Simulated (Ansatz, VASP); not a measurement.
## One calculation of C, two programs

```xyz
8
Lattice="2.5553 0.0000 0.0000 -1.2776 2.2129 0.0000 0.0000 0.0000 8.3455" Properties=species:S:1:pos:R:3 pbc="T T T"
C     1.2776    0.7376    7.0415
C     0.0000    1.4753    2.8688
C     1.2776    0.7376    5.4767
C     0.0000    1.4753    1.3040
C     0.0000    0.0000    7.5631
C     0.0000    0.0000    3.3904
C     0.0000    0.0000    4.9551
C     0.0000    0.0000    0.7824
```

Change from the starting cell: volume scaled by 1.04.

Alike in both runs: task single point; functional PBEsol; k mesh 12 × 12 × 4; occupations fermi-dirac, width 0.05 eV; no spin polarisation.

|  | VASP | Ansatz |
| --- | --- | --- |
| version | VASP 6.6.1 | Ansatz 0.2.0 |
| potentials or method | VASP PAW PBE potentials, release 64 (C), cutoff 520 eV | all-electron LAPW, scalar-relativistic |

```csv
,VASP,Ansatz,Ansatz less VASP
gap on the k mesh at the Fermi level (eV),4.18,4.18,+0.004
least direct gap on the mesh (eV),5.04,5.05,+0.006
pressure (GPa),-19.3,-20.2,-0.86
"traceless stress, the component that is largest in VASP (GPa)",7.48,7.47,-0.008
rms of the force components (eV/Å),0.176,0.176,-0.0002
```

VASP's potentials were made for PBE, not for PBEsol. Atom by atom the forces differ by 0.000 eV/Å (rms over components). Ansatz ran all-electron here, and VASP with PAW potentials.
